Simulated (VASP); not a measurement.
# SnO (P4/nmm) in VASP: notebook

SnO is run at these levels: PBE; tasks: single point.

Everything below comes from runs of VASP 6.6.1. Logs are shortened: lines on timing, memory, paths and dates and some standing lists are left out, and cuts for length are marked.

### Step 1. The cell of the first run

Symmetry: P4/nmm, No. 129, tetragonal system. Conventional cell: a = 3.842 Å, b = 3.842 Å, c = 4.826 Å, α = 90.00°, β = 90.00°, γ = 90.00°. Sn (site symmetry 4mm) has 4 O at 2.24 Å within 3.0 Å. O (site symmetry -4m2) has 4 Sn at 2.24 Å and 4 O at 2.72 Å within 3.0 Å.

### Step 2. Single point, PBE (volume scaled by 0.94, then relaxed in part)

INCAR

```
SYSTEM = SnO
PREC = Accurate
ENCUT = 520
EDIFF = 1E-7
ISMEAR = 0
SIGMA = 0.02
LREAL = .False.
LASPH = .True.
NELM = 60
ALGO = Normal
ISIF = 2
LWAVE = .False.
LCHARG = .True.
GGA = PE
LELF = .True.
LVHAR = .True.
NBANDS = 28
```

KPOINTS

```
Automatic mesh
0
Gamma
  10 10 8
  0 0 0
```

POSCAR

```
SnO
1.0
    3.8424899191      0.0000000000      0.0000000000
    0.0000000000      3.8424899191      0.0000000000
    0.0000000000      0.0000000000      4.8256518912
Sn O
2 2
Direct
    0.5000000000      0.0000000000      0.2400680647
    0.0000000000      0.5000000000      0.7599319353
    0.0000000000      0.0000000000      0.0000000000
    0.5000000000      0.5000000000      0.0000000000
```

Potentials or basis: VASP PAW PBE potentials, release 64 (Sn_d, O).

Command:

```bash
cat potpaw_PBE.64/Sn_d/POTCAR potpaw_PBE.64/O/POTCAR > POTCAR
mpirun -np 1 vasp_std > vasp.out
```

OUTCAR:

```text
SYSTEM = SnO
   PREC = Accurate
   ENCUT = 520
   EDIFF = 1E-7
   ISMEAR = 0
   LREAL = .False.
   LASPH = .True.
   NELM = 60
   ISIF = 2
   GGA = PE

 ion  position               nearest neighbor table
   1  0.500  0.000  0.240-   3 2.24   4 2.24   4 2.24   3 2.24   2 3.57   2 3.57   2 3.57   2 3.57
                             2 3.70   2 3.70   2 3.70   2 3.70
   2  0.000  0.500  0.760-   3 2.24   4 2.24   3 2.24   4 2.24   1 3.57   1 3.57   1 3.57   1 3.57
                             1 3.70   1 3.70   1 3.70   1 3.70
   3  0.000  0.000  0.000-   1 2.24   2 2.24   2 2.24   1 2.24
   4  0.500  0.500  0.000-   1 2.24   2 2.24   1 2.24   2 2.24

  LATTYP: Found a simple tetragonal cell.
 ALAT       =     3.8424899191
 C/A-ratio  =     1.2558658559

  Lattice vectors:

 A1 = (   3.8424899191,   0.0000000000,   0.0000000000)
 A2 = (   0.0000000000,   3.8424899191,   0.0000000000)
 A3 = (   0.0000000000,   0.0000000000,   4.8256518912)

Analysis of symmetry for initial positions (statically):
=====================================================================
 Subroutine PRICEL returns:
 Original cell was already a primitive cell.

 Routine SETGRP: Setting up the symmetry group for a
 simple tetragonal supercell.

 Subroutine GETGRP returns: Found 16 space group operations
 (whereof  8 operations were pure point group operations)
 out of a pool of 16 trial point group operations.

The static configuration has the point symmetry D_2d.
 The point group associated with its full space group is D_4h.

Analysis of symmetry for dynamics (positions and initial velocities):
=====================================================================
 Subroutine PRICEL returns:
 Original cell was already a primitive cell.

 Routine SETGRP: Setting up the symmetry group for a
 simple tetragonal supercell.

 Subroutine GETGRP returns: Found 16 space group operations
 (whereof  8 operations were pure point group operations)
 out of a pool of 16 trial point group operations.

The dynamic configuration has the point symmetry D_2d.
 The point group associated with its full space group is D_4h.

 Subroutine INISYM returns: Found 16 space group operations
 (whereof  8 operations are pure point group operations),
 and found     1 'primitive' translations

----------------------------------------------------------------------------------------

                                     Primitive cell

  volume of cell :      71.2494

  direct lattice vectors                    reciprocal lattice vectors
[... 89 lines left out ...]
   ENCUT  =  520.0 eV  38.22 Ry    6.18 a.u.   7.14  7.14  8.97*2*pi/ulx,y,z
   NELM   =     60;   NELMIN=  2; NELMDL= -5     # of ELM steps
   EDIFF  = 0.1E-06   stopping-criterion for ELM
   LREAL  =      F    real-space projection
   EDIFFG = 0.1E-05   stopping-criterion for IOM
   NSW    =      0    number of steps for IOM
   IBRION =     -1    ionic relax: 0-MD 1-quasi-New 2-CG
   NFREE  =      0    steps in history (QN), initial steepest desc. (CG)
   ISIF   =      2    stress and relaxation
   ISYM   =      2    0-nonsym 1-usesym 2-fastsym
   POTIM  = 0.5000    time-step for ionic-motion
   TEBEG  =    0.0;   TEEND  =   0.0 temperature during run
   PSTRESS=    0.0 pullay stress
   NELECT =      40.0000    total number of electrons
   NUPDOWN=      -1.0000    fix difference up-down
   EMIN   =  10.00;   EMAX   =-10.00  energy-range for DOS
   EFERMI =   0.00;   METHOD = LEGACY
   ISMEAR =     0;   SIGMA  =   0.02  broadening in eV -4-tet -1-fermi 0-gaus
   EFERMI_NEDOS =   21; number of points for ismear=-14 and -15
   IALGO  =     38    algorithm
   IMIX   =      4    mixing-type and parameters
     AMIX     =   0.40;   BMIX     =  1.00
     AMIX_MAG =   1.60;   BMIX_MAG =  1.00
  volume/ion in A,a.u.               =      17.81       120.20
  Fermi-wavevector in a.u.,A,eV,Ry     =   1.350520  2.552113 24.815723  1.823904
  Thomas-Fermi vector in A             =   2.478018
   LORBIT       =      0    0 simple, 1 ext, 2 COOP (PROOUT), +10 PAW based schemes
   GGA     = PE    functional components
   LHFCALC =     F    Hartree Fock is set to
   AEXX    =    0.0000 exact exchange contribution
   IVDW    =     0    specifies the selected vdW correction
   LEPSILON=     F    determine dielectric tensor
   LRPA    =     F    only Hartree local field effects (RPA)
 non-spin polarized calculation
 Gauss-broadening in eV      SIGMA  =   0.02
  energy-cutoff  :      520.00
  volume of cell :       71.25
 maximum number of plane-waves:      1952
 NGX is ok and might be reduce to    30
   NGX = 15   NGY = 15   NGZ = 17

 number of electron      40.0000005 magnetization

 Free energy of the ion-electron system (eV)
  ---------------------------------------------------
  ext. energy  EPLUGINS =         0.00000000
  ---------------------------------------------------
  free energy    TOTEN  =       -22.70347542 eV

  energy without entropy =      -22.70347536  energy(sigma->0) =      -22.70347539

 E-fermi :   6.9478     XC(G=0): -10.1793

 val. band max:        6.8925611045   @ k =   0.1000   0.0000   0.0000
 cond. band min:       7.0000945530   @ k =   0.5000   0.5000   0.0000
 fundamental gap:      0.1075334485
 Fermi energy:         6.9478015414

 k-point     1 :       0.0000    0.0000    0.0000
  band No.  band energies     occupation
      1     -15.0009      2.00000
      2     -14.6118      2.00000
      3     -14.6118      2.00000
      4     -14.6069      2.00000
      5     -14.5747      2.00000
      6     -14.5643      2.00000
[... 733 lines left out ...]
     27      14.0957      0.00000
     28      16.3549      0.00000

 [... further k-points ...]
[... 5 lines left out ...]
  --------------------------------------------------------------------------------------
  -------------------------------------------------------------------------------------
  Total        0.8607726      0.8607726      0.8188374      0.0000000      0.0000000      0.0000000
  in kB       19.3560867     19.3560867     18.4130940      0.0000000      0.0000000      0.0000000
  external PRESSURE =      19.0417558 kB  Pullay stress =       0.0000000 kB

 VOLUME and BASIS-vectors are now :
 -----------------------------------------------------------------------------
  energy-cutoff  :      520.00
  volume of cell :       71.25
      direct lattice vectors                 reciprocal lattice vectors
     3.842489919  0.000000000  0.000000000     0.260247918  0.000000000  0.000000000
     0.000000000  3.842489919  0.000000000     0.000000000  0.260247918  0.000000000
     0.000000000  0.000000000  4.825651891     0.000000000  0.000000000  0.207225888

 POSITION                                       TOTAL-FORCE (eV/Angst)
 -----------------------------------------------------------------------------------
      1.92124      0.00000      1.15848         0.000000      0.000000      0.079425
      0.00000      1.92124      3.66717         0.000000      0.000000     -0.079425
      0.00000      0.00000      0.00000         0.000000     -0.000000      0.000000
      1.92124      1.92124      0.00000        -0.000000      0.000000      0.000000
 -----------------------------------------------------------------------------------
    total drift:                                0.000000      0.000000     -0.000000

  FREE ENERGIE OF THE ION-ELECTRON SYSTEM (eV)
  ---------------------------------------------------
  free  energy   TOTEN  =       -22.7034754215 eV

  energy  without entropy=      -22.7034753592  energy(sigma->0) =      -22.70347539
```

OSZICAR:

```text
N       E                     dE             d eps       ncg     rms          rms(c)
DAV:   1     0.415465555349E+03    0.41547E+03   -0.19874E+04  6072   0.218E+03
DAV:   2     0.370913492836E+02   -0.37837E+03   -0.36366E+03  6120   0.535E+02
DAV:   3    -0.234236336445E+02   -0.60515E+02   -0.59356E+02  6640   0.180E+02
DAV:   4    -0.263597124058E+02   -0.29361E+01   -0.29189E+01  6736   0.423E+01
DAV:   5    -0.264309464562E+02   -0.71234E-01   -0.71223E-01  6348   0.708E+00    0.117E+01
DAV:   6    -0.227453646018E+02    0.36856E+01   -0.17161E+01  9484   0.453E+01    0.502E+00
DAV:   7    -0.227231828174E+02    0.22182E-01   -0.21191E+00  6972   0.868E+00    0.248E+00
DAV:   8    -0.227100755359E+02    0.13107E-01   -0.29248E-01  7240   0.359E+00    0.807E-01
DAV:   9    -0.227025311817E+02    0.75444E-02   -0.46973E-02  9444   0.217E+00    0.241E-01
DAV:  10    -0.227038570293E+02   -0.13258E-02   -0.75740E-03  8004   0.785E-01    0.149E-01
DAV:  11    -0.227034465746E+02    0.41045E-03   -0.21908E-03  8964   0.422E-01    0.206E-02
DAV:  12    -0.227034798198E+02   -0.33245E-04   -0.27221E-04  6056   0.962E-02    0.304E-02
DAV:  13    -0.227034756572E+02    0.41626E-05   -0.27184E-05  7576   0.453E-02    0.403E-03
DAV:  14    -0.227034753709E+02    0.28625E-06   -0.32056E-06  7432   0.109E-02    0.317E-03
DAV:  15    -0.227034754215E+02   -0.50622E-07   -0.10565E-07  4540   0.253E-03
   1 F= -.22703475E+02 E0= -.22703475E+02  d E =-.623809E-07
```

Wall time 2.3 min (1 thread of Intel Xeon Platinum 8488C (Sapphire Rapids), shared host); peak memory 0.28 GiB.

Results:

* Free energy: -22.7035 eV
* Pressure: 1.9 GPa
* Largest force: 0.079 eV/Å
* Band gap on the k mesh: 0.11 eV, indirect (least direct gap 1.94 eV)

Forces in eV/Å, atoms in the order of the input:
```
Sn   0.000  0.000  0.079
Sn   0.000  0.000 -0.079
O    0.000  0.000  0.000
O    0.000  0.000  0.000
```

Caveat: the cell differs from its parent crystal (volume scaled by 0.94, then relaxed in part); spin-orbit coupling is left out, which moves the levels of the heavy elements.

### Step 3. Single point, PBE (volume scaled by 0.97, then relaxed in part)

INCAR

```
ALGO = Normal ; EDIFF = 1E-7
ENCUT = 520 ; GGA = PE
ISIF = 2 ; ISMEAR = 0
LASPH = T ; LCHARG = F
LREAL = F ; LWAVE = F
NBANDS = 28 ; NELM = 60
PREC = Accurate ; SIGMA = 0.02
```

KPOINTS

```
k-points
0
Gamma
  10 10 8
```

POSCAR

```
SnO
1.0
    3.8548156081      0.0000000000      0.0000000000
    0.0000000000      3.8548156081      0.0000000000
    0.0000000000      0.0000000000      4.9478682470
Sn O
2 2
Direct
    0.5000000000      0.0000000000      0.2343408459
    0.0000000000      0.5000000000      0.7656591541
    0.0000000000      0.0000000000      0.0000000000
    0.5000000000      0.5000000000      0.0000000000
```

Potentials or basis: VASP PAW PBE potentials, release 64 (Sn_d, O).

Command:

```bash
cat potpaw_PBE.64/Sn_d/POTCAR potpaw_PBE.64/O/POTCAR > POTCAR
mpirun -np 1 vasp_std > vasp.out
```

It took 3 min on 1 thread of Intel Xeon Platinum 8488C (Sapphire Rapids), shared host; peak memory 0.3 GiB.

It converged, with:

- Free energy: -22.7204 eV
- Pressure: 1.0 GPa
- Largest force: 0.079 eV/Å
- Band gap on the k mesh: 0.30 eV, indirect (least direct gap 1.99 eV)

Forces in eV/Å, atoms in the order of the input:
```
Sn   0.000  0.000  0.079
Sn   0.000  0.000 -0.079
O    0.000  0.000  0.000
O    0.000  0.000  0.000
```

Stress tensor (GPa, compression positive):
```
1.00 0.00 0.00
0.00 1.00 0.00
0.00 0.00 0.90
```

Levels at points of the mesh, in eV from the valence-band top:
| k point | band 18 | band 19 | band 20 | band 21 | band 22 | band 23 |
| --- | --- | --- | --- | --- | --- | --- |
| (0.00, 0.00, 0.00) | -2.95 | -2.95 | 0.00 | 1.99 | 4.28 | 4.76 |
| (0.50, 0.00, 0.00) | -4.56 | -2.48 | -2.48 | 3.12 | 3.12 | 5.84 |
| (0.50, 0.50, 0.00) | -2.31 | -1.79 | -1.79 | 0.30 | 0.30 | 4.53 |
| (0.00, 0.00, 0.50) | -2.97 | -2.97 | -2.01 | 1.72 | 3.12 | 3.12 |
| (0.50, 0.00, 0.50) | -4.53 | -1.60 | -1.60 | 2.54 | 2.54 | 5.46 |
| (0.50, 0.50, 0.50) | -2.50 | -2.31 | -2.31 | 2.49 | 2.49 | 3.91 |

Caveat: the cell differs from its parent crystal (volume scaled by 0.97, then relaxed in part); spin-orbit coupling is left out, which moves the levels of the heavy elements. A k mesh can miss the band edges.

### Step 4. Single point, PBE

This run uses another cell than the first one, of 18.95 Å³/atom, 1.064 times its volume.

INCAR

```
PREC     = Accurate       # precision mode
ENCUT    = 520            # plane-wave cutoff, eV
EDIFF    = 1E-7           # SCF threshold, eV
ISMEAR   = 0              # smearing method
SIGMA    = 0.02           # smearing width, eV
LREAL    = False          # projectors in reciprocal space
LASPH    = True           # aspherical terms in the spheres
NELM     = 100            # most SCF steps
ALGO     = Normal         # electronic algorithm
ISIF     = 2              # what is computed and relaxed
LWAVE    = False          # write WAVECAR
LCHARG   = True           # write CHGCAR
GGA      = PE             # functional
LELF     = True           # ELF
LVHAR    = True         
NBANDS   = 28             # bands
```

KPOINTS

```
regular mesh
0
Gamma
  10 10 8
```

POSCAR

```
SnO
1.0
    3.8684423518      0.0000000000      0.0000000000
    0.0000000000      3.8684423518      0.0000000000
    0.0000000000      0.0000000000      5.0650221773
Sn O
2 2
Direct
    0.5000000000      0.0000000000      0.2288152407
    0.0000000000      0.5000000000      0.7711847593
    0.0000000000      0.0000000000      0.0000000000
    0.5000000000      0.5000000000      0.0000000000
```

Command:

```bash
cat potpaw_PBE.64/Sn_d/POTCAR potpaw_PBE.64/O/POTCAR > POTCAR
mpirun -np 1 vasp_std > vasp.out
```

Wall time 2.8 min (1 thread of Intel Xeon Platinum 8488C (Sapphire Rapids), shared host); peak memory 0.31 GiB.

Results (log left out):

| Quantity | Value |
| --- | --- |
| Free energy | -22.7259 eV |
| Pressure | 0.2 GPa |
| Largest force | 0.077 eV/Å |
| Band gap on the k mesh | 0.50 eV, indirect (least direct gap 1.91 eV) |

Forces on the atoms (eV/Å):
```
Sn   0.000  0.000  0.077
Sn   0.000  0.000 -0.077
O    0.000  0.000  0.000
O    0.000  0.000  0.000
```

Levels at points of the mesh, in eV from the valence-band top:
```csv
k point,band 17,band 18,band 19,band 20,band 21,band 22,band 23,band 24
"(0.00, 0.00, 0.00)",-3.15,-2.88,-2.88,0.00,1.91,4.07,4.92,4.92
"(0.50, 0.00, 0.00)",-4.47,-4.47,-2.33,-2.33,3.04,3.04,5.69,5.69
"(0.50, 0.50, 0.00)",-2.24,-2.24,-1.74,-1.74,0.50,0.50,4.56,4.56
"(0.00, 0.00, 0.50)",-3.20,-2.90,-2.90,-1.94,1.72,3.31,3.31,3.75
"(0.50, 0.00, 0.50)",-4.45,-4.45,-1.53,-1.53,2.48,2.48,5.56,5.56
"(0.50, 0.50, 0.50)",-2.35,-2.35,-2.24,-2.24,2.61,2.61,3.75,3.75
```

Caveat: spin-orbit coupling is left out, which moves the levels of the heavy elements. A k mesh can miss the band edges.

### Step 5. The runs side by side

```tsv
cell	gap on the mesh (eV)	pressure (GPa)	largest force (eV/Å)
a = 3.842, b = 3.842, c = 4.826 Å, 4 atoms	0.11	1.9	0.08
a = 3.855, b = 3.855, c = 4.948 Å, 4 atoms	0.30	1.0	0.08
a = 3.868, b = 3.868, c = 5.065 Å, 4 atoms	0.50	0.2	0.08
```

Alike in all rows: task single point; level PBE; potentials or basis VASP PAW PBE potentials, release 64 (Sn_d, O); no spin polarisation; k mesh 10 × 10 × 8; cutoff (eV) 520; smearing gaussian 0.02 eV.

Caveats: spin-orbit coupling is left out, which moves the levels of the heavy elements.

Absolute energies hang on the potentials; compare differences alone.
